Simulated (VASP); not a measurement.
Input of a VASP 6.6.1 run:

INCAR

```
  PREC = Accurate
  ENCUT = 520
  EDIFF = 1E-7
  ISMEAR = 0
  SIGMA = 0.1
  LREAL = False
  LASPH = True
  NELM = 100
  ALGO = Normal
  ISIF = 2
  LWAVE = False
  LCHARG = False
  GGA = PE
  NBANDS = 12
```

File KPOINTS:

```
Automatic mesh
0
Gamma
  13 13 13
```

The input POSCAR:

```
Cu
1.0
    2.4610780700      0.0000000000      0.0000000000
   -0.9222401322      2.2817489794      0.0000000000
   -0.7694189690     -1.1408744898      2.0404178776
Cu
1
Direct
    0.0000000000      0.0000000000      0.0000000000
```

Potentials or basis: VASP PAW PBE potentials, release 64 (Cu).

Run with:

```console
$ cat potpaw_PBE.64/Cu/POTCAR > POTCAR
$ mpirun -np 1 vasp_std > vasp.out
```

**Question.** What does it give for the pressure?

**Answer.** 7.9 GPa.
